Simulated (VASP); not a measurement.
# BN (gw) (R3m) in VASP: single point with PBEsol

Aim: the single point of BN (gw) with PBEsol.

Program: VASP 6.6.1. These are calculated values, not measurements. Logs are shortened: lines on timing, memory, paths and dates and some standing lists are left out, and cuts for length are marked.

### 1 The cell of the first run

The structure is trigonal, space group R3m (No. 160). Conventional cell: a = 2.575 Å, b = 2.575 Å, c = 6.234 Å, α = 90.00°, β = 90.00°, γ = 120.00°. Within 2.1 Å of B (site symmetry 3m) lie 4 N at 1.56 to 1.57 Å. N (site symmetry 3m) has 4 B at 1.56 to 1.57 Å within 2.1 Å.

### 2 Single point, PBEsol

Contents of INCAR:

```
SYSTEM = BN
PREC = Accurate
ENCUT = 600
EDIFF = 1E-6
ISMEAR = 0
SIGMA = 0.01
LREAL = .False.
LASPH = .True.
NELM = 120
ALGO = Normal
ISIF = 2
LWAVE = .False.
LCHARG = .False.
GGA = PS
NBANDS = 11
GGA_COMPAT = .False.
```

Contents of KPOINTS:

```
regular mesh
0
Gamma
  6 6 6
  0 0 0
```

Contents of POSCAR:

```
BN
1.0
   -0.0139711365      1.8066028367      1.8066028367
    1.8066028367     -0.0139711365      1.8066028367
    1.8066028367      1.8066028367     -0.0139711365
B N
1 1
Direct
   -0.0000807545     -0.0000807545     -0.0000807545
    0.2500807545      0.2500807545      0.2500807545
```

Potentials or basis: VASP PAW PBE potentials, release 64 (B, N).

Started as:

```
cat potpaw_PBE.64/B/POTCAR potpaw_PBE.64/N/POTCAR > POTCAR
mpirun -np 1 vasp_std > vasp.out
```

OUTCAR:

```text
SYSTEM = BN
   PREC = Accurate
   ENCUT = 600
   EDIFF = 1E-6
   ISMEAR = 0
   LREAL = .False.
   LASPH = .True.
   NELM = 120
   ISIF = 2
   GGA = PS

 ion  position               nearest neighbor table
   1  1.000  1.000  1.000-   2 1.56   2 1.57   2 1.57   2 1.57
   2  0.250  0.250  0.250-   1 1.56   1 1.57   1 1.57   1 1.57

  LATTYP: Found a trigonal (rhomboedric) cell.
 ALAT       =     2.5549604325
 COS(alpha) =     0.4922519058

  Lattice vectors:

 A1 = (  -0.0139711365,   1.8066028367,   1.8066028367)
 A2 = (   1.8066028367,  -0.0139711365,   1.8066028367)
 A3 = (   1.8066028367,   1.8066028367,  -0.0139711365)

Analysis of symmetry for initial positions (statically):
=====================================================================
 Subroutine PRICEL returns:
 Original cell was already a primitive cell.

 Routine SETGRP: Setting up the symmetry group for a
 trigonal (rhombohedral) supercell.

 Subroutine GETGRP returns: Found  6 space group operations
 (whereof  6 operations were pure point group operations)
 out of a pool of 12 trial point group operations.

The static configuration has the point symmetry C_3v.

Analysis of symmetry for dynamics (positions and initial velocities):
=====================================================================
 Subroutine PRICEL returns:
 Original cell was already a primitive cell.

 Routine SETGRP: Setting up the symmetry group for a
 trigonal (rhombohedral) supercell.

 Subroutine GETGRP returns: Found  6 space group operations
 (whereof  6 operations were pure point group operations)
 out of a pool of 12 trial point group operations.

The dynamic configuration has the point symmetry C_3v.

 Subroutine INISYM returns: Found  6 space group operations
 (whereof  6 operations are pure point group operations),
 and found     1 'primitive' translations

----------------------------------------------------------------------------------------

                                     Primitive cell

  volume of cell :      11.9296

  direct lattice vectors                    reciprocal lattice vectors
    -0.013971137  1.806602837  1.806602837    -0.273572598  0.275704726  0.275704726
     1.806602837 -0.013971137  1.806602837     0.275704726 -0.273572598  0.275704726
     1.806602837  1.806602837 -0.013971137     0.275704726  0.275704726 -0.273572598

  length of vectors
     2.554960433  2.554960433  2.554960433     0.476306790  0.476306790  0.476306790

  position of ions in fractional coordinates (direct lattice)
     0.999919246  0.999919246  0.999919246
     0.250080754  0.250080754  0.250080754

  ion indices of the primitive-cell ions
   primitive index   ion index
                 1           1
                 2           2

----------------------------------------------------------------------------------------

 KPOINTS: regular mesh

Automatic generation of k-mesh.
 Grid dimensions read from file:
 generate k-points for:    6    6    6

 Generating k-lattice:

  Cartesian coordinates                     Fractional coordinates (reciprocal lattice)
    -0.045595433  0.045950788  0.045950788     0.166666667  0.000000000  0.000000000
     0.045950788 -0.045595433  0.045950788     0.000000000  0.166666667  0.000000000
     0.045950788  0.045950788 -0.045595433     0.000000000  0.000000000  0.166666667

  Length of vectors
     0.079384465  0.079384465  0.079384465

  Shift w.r.t. Gamma in fractional coordinates (k-lattice)
     0.000000000  0.000000000  0.000000000

 Subroutine IBZKPT returns following result:
 ===========================================

 Found     32 irreducible k-points:

 Following reciprocal coordinates:
            Coordinates               Weight
  0.000000  0.000000  0.000000      1.000000
  0.166667  0.000000 -0.000000      6.000000
  0.333333  0.000000  0.000000      6.000000
  0.500000  0.000000  0.000000      3.000000
  0.166667  0.166667  0.000000      6.000000
  0.333333  0.166667  0.000000     12.000000
[... 16 lines left out ...]
  0.500000  0.500000  0.166667      6.000000
 -0.333333  0.500000  0.166667     12.000000
 [... further k-points ...]
   k-points           NKPTS =     32   k-points in BZ     NKDIM =     32   number of bands    NBANDS=     11
   number of dos      NEDOS =    301   number of ions     NIONS =      2
   total plane-waves  NPLWV =   8000
   dimension x,y,z NGX =    20 NGY =   20 NGZ =   20
   dimension x,y,z NGXF=    40 NGYF=   40 NGZF=   40
   ions per type =               1   1
   NGX,Y,Z   is equivalent  to a cutoff of  13.01, 13.01, 13.01 a.u.
   NGXF,Y,Z  is equivalent  to a cutoff of  26.03, 26.03, 26.03 a.u.
 SYSTEM =  BN
   PREC   = accura    normal or accurate (medium, high low for compatibility)
   ISTART =      0    job   : 0-new  1-cont  2-samecut
   ICHARG =      2    charge: 1-file 2-atom 10-const
   ISPIN  =      1    spin polarized calculation?
   LNONCOLLINEAR =      F non collinear calculations
   LSORBIT =      F    spin-orbit coupling
   LASPH  =      T    aspherical Exc in radial PAW
   ENCUT  =  600.0 eV  44.10 Ry    6.64 a.u.   5.10  5.10  5.10*2*pi/ulx,y,z
   NELM   =    120;   NELMIN=  2; NELMDL= -5     # of ELM steps
   EDIFF  = 0.1E-05   stopping-criterion for ELM
   LREAL  =      F    real-space projection
   EDIFFG = 0.1E-04   stopping-criterion for IOM
   NSW    =      0    number of steps for IOM
   IBRION =     -1    ionic relax: 0-MD 1-quasi-New 2-CG
   NFREE  =      0    steps in history (QN), initial steepest desc. (CG)
   ISIF   =      2    stress and relaxation
   ISYM   =      2    0-nonsym 1-usesym 2-fastsym
   POTIM  = 0.5000    time-step for ionic-motion
   TEBEG  =    0.0;   TEEND  =   0.0 temperature during run
   PSTRESS=    0.0 pullay stress
   NELECT =       8.0000    total number of electrons
   NUPDOWN=      -1.0000    fix difference up-down
   EMIN   =  10.00;   EMAX   =-10.00  energy-range for DOS
   EFERMI =   0.00;   METHOD = LEGACY
   ISMEAR =     0;   SIGMA  =   0.01  broadening in eV -4-tet -1-fermi 0-gaus
   EFERMI_NEDOS =   21; number of points for ismear=-14 and -15
   IALGO  =     38    algorithm
   IMIX   =      4    mixing-type and parameters
     AMIX     =   0.40;   BMIX     =  1.00
     AMIX_MAG =   1.60;   BMIX_MAG =  1.00
  volume/ion in A,a.u.               =       5.96        40.25
  Fermi-wavevector in a.u.,A,eV,Ry     =   1.432944  2.707872 27.937231  2.053329
  Thomas-Fermi vector in A             =   2.552516
   LORBIT       =      0    0 simple, 1 ext, 2 COOP (PROOUT), +10 PAW based schemes
   GGA     = PS    functional components
   LHFCALC =     F    Hartree Fock is set to
   AEXX    =    0.0000 exact exchange contribution
   IVDW    =     0    specifies the selected vdW correction
   LEPSILON=     F    determine dielectric tensor
   LRPA    =     F    only Hartree local field effects (RPA)
 non-spin polarized calculation
 Gauss-broadening in eV      SIGMA  =   0.01
  energy-cutoff  :      600.00
  volume of cell :       11.93
 maximum number of plane-waves:       411
   NGX = 11   NGY = 11   NGZ = 11

 number of electron       7.9999999 magnetization

 Free energy of the ion-electron system (eV)
  ---------------------------------------------------
  ext. energy  EPLUGINS =         0.00000000
  ---------------------------------------------------
  free energy    TOTEN  =       -18.34025601 eV

  energy without entropy =      -18.34025601  energy(sigma->0) =      -18.34025601

 E-fermi :   7.3965     XC(G=0): -12.9666

 val. band max:        7.2798599985   @ k =   0.0000   0.0000   0.0000
 cond. band min:      11.5026910067   @ k =   0.5000   0.5000  -0.0000
 fundamental gap:      4.2228310082
 Fermi energy:         7.3964892156

 k-point     1 :       0.0000    0.0000    0.0000
  band No.  band energies     occupation
      1     -12.8984      2.00000
      2       7.2230      2.00000
      3       7.2230      2.00000
      4       7.2799      2.00000
      5      15.8557      0.00000
      6      15.8557      0.00000
      7      16.0980      0.00000
      8      17.4063      0.00000
      9      31.5623      0.00000
     10      34.8062      0.00000
     11      34.8062      0.00000

 k-point     2 :       0.1667    0.0000   -0.0000
  band No.  band energies     occupation
      1     -12.2342      2.00000
      2       4.1974      2.00000
      3       6.6214      2.00000
      4       6.6580      2.00000
      5      16.4248      0.00000
      6      16.7570      0.00000
      7      17.0339      0.00000
      8      19.2301      0.00000
      9      30.7876      0.00000
     10      30.8962      0.00000
     11      31.1526      0.00000

 k-point     3 :       0.3333    0.0000    0.0000
  band No.  band energies     occupation
      1     -10.3856      2.00000
      2      -0.6461      2.00000
      3       5.7109      2.00000
      4       5.7194      2.00000
      5      17.0155      0.00000
      6      17.6782      0.00000
      7      17.9079      0.00000
      8      21.5024      0.00000
      9      30.0651      0.00000
     10      31.1932      0.00000
     11      31.5821      0.00000

 k-point     4 :       0.5000    0.0000    0.0000
  band No.  band energies     occupation
      1      -8.7096      2.00000
      2      -3.4571      2.00000
      3       5.3395      2.00000
      4       5.3448      2.00000
      5      17.2474      0.00000
      6      17.7360      0.00000
      7      17.9623      0.00000
      8      22.2104      0.00000
      9      30.2899      0.00000
     10      33.6035      0.00000
     11      33.6132      0.00000

 k-point     5 :       0.1667    0.1667    0.0000
  band No.  band energies     occupation
      1     -12.0092      2.00000
      2       5.1749      2.00000
      3       5.4478      2.00000
      4       5.5432      2.00000
      5      14.8524      0.00000
      6      18.3672      0.00000
      7      18.4129      0.00000
      8      19.0214      0.00000
      9      26.1986      0.00000
     10      33.2400      0.00000
     11      36.0598      0.00000
[... 211 lines left out ...]
 k-point    21 :      -0.3333    0.3333    0.1667
  band No.  band energies     occupation
      1      -7.5496      2.00000
      2      -1.7026      2.00000
      3       1.1716      2.00000
      4       2.7795      2.00000
      5      16.5346      0.00000
      6      18.8491      0.00000
      7      22.0437      0.00000
      8      23.4955      0.00000
      9      25.0444      0.00000
     10      32.6475      0.00000
     11      34.8801      0.00000

 k-point    22 :      -0.1667    0.3333    0.1667
  band No.  band energies     occupation
      1      -8.9087      2.00000
      2      -0.1715      2.00000
      3       1.8010      2.00000
      4       3.7112      2.00000
      5      15.8699      0.00000
      6      18.9854      0.00000
      7      20.3172      0.00000
      8      22.6455      0.00000
      9      26.5220      0.00000
     10      32.5063      0.00000
     11      35.2037      0.00000

 k-point    23 :       0.5000    0.5000    0.1667
  band No.  band energies     occupation
      1      -7.8334      2.00000
      2      -0.8860      2.00000
      3       1.3773      2.00000
      4       2.8586      2.00000
      5      13.2106      0.00000
      6      18.2352      0.00000
      7      23.2177      0.00000
      8      23.2354      0.00000
      9      27.0735      0.00000
     10      33.6240      0.00000
     11      37.1283      0.00000

 k-point    24 :      -0.3333    0.5000    0.1667
  band No.  band energies     occupation
      1      -7.0815      2.00000
      2      -0.9315      2.00000
      3       1.0261      2.00000
      4       1.1140      2.00000
      5      14.8160      0.00000
      6      19.0661      0.00000
      7      22.1233      0.00000
      8      23.8456      0.00000
      9      26.5179      0.00000
     10      32.8372      0.00000
     11      37.0678      0.00000

 [... further k-points ...]
[... 5 lines left out ...]
  --------------------------------------------------------------------------------------
  -------------------------------------------------------------------------------------
  Total       -0.4672599     -0.4672599     -0.4672599      0.2533253      0.2533253      0.2533253
  in kB      -62.7541245    -62.7541245    -62.7541245     34.0221904     34.0221904     34.0221904
  external PRESSURE =     -62.7541245 kB  Pullay stress =       0.0000000 kB

 VOLUME and BASIS-vectors are now :
 -----------------------------------------------------------------------------
  energy-cutoff  :      600.00
  volume of cell :       11.93
      direct lattice vectors                 reciprocal lattice vectors
    -0.013971137  1.806602837  1.806602837    -0.273572598  0.275704726  0.275704726
     1.806602837 -0.013971137  1.806602837     0.275704726 -0.273572598  0.275704726
     1.806602837  1.806602837 -0.013971137     0.275704726  0.275704726 -0.273572598

 POSITION                                       TOTAL-FORCE (eV/Angst)
 -----------------------------------------------------------------------------------
      3.59894      3.59894      3.59894        -0.002867     -0.002867     -0.002867
      0.90010      0.90010      0.90010         0.002867      0.002867      0.002867
 -----------------------------------------------------------------------------------
    total drift:                               -0.000003     -0.000003     -0.000003

  FREE ENERGIE OF THE ION-ELECTRON SYSTEM (eV)
  ---------------------------------------------------
  free  energy   TOTEN  =       -18.3402560096 eV

  energy  without entropy=      -18.3402560096  energy(sigma->0) =      -18.34025601
```

It took 7.2 s on 1 thread of Intel Xeon 8259CL, shared host; peak memory 0.12 GiB.

Results:

- Free energy: -18.3403 eV
- Pressure: -6.3 GPa
- Largest force: 0.005 eV/Å
- Band gap on the k mesh: 4.22 eV, indirect (least direct gap 8.58 eV)

Forces in eV/Å, atoms in the order of the input:
```
B   -0.003 -0.003 -0.003
N    0.003  0.003  0.003
```

Caveat: the k points lie up to 0.50 Å⁻¹ apart; the PAW data sets were made with another functional, which shifts forces and pressure a little.
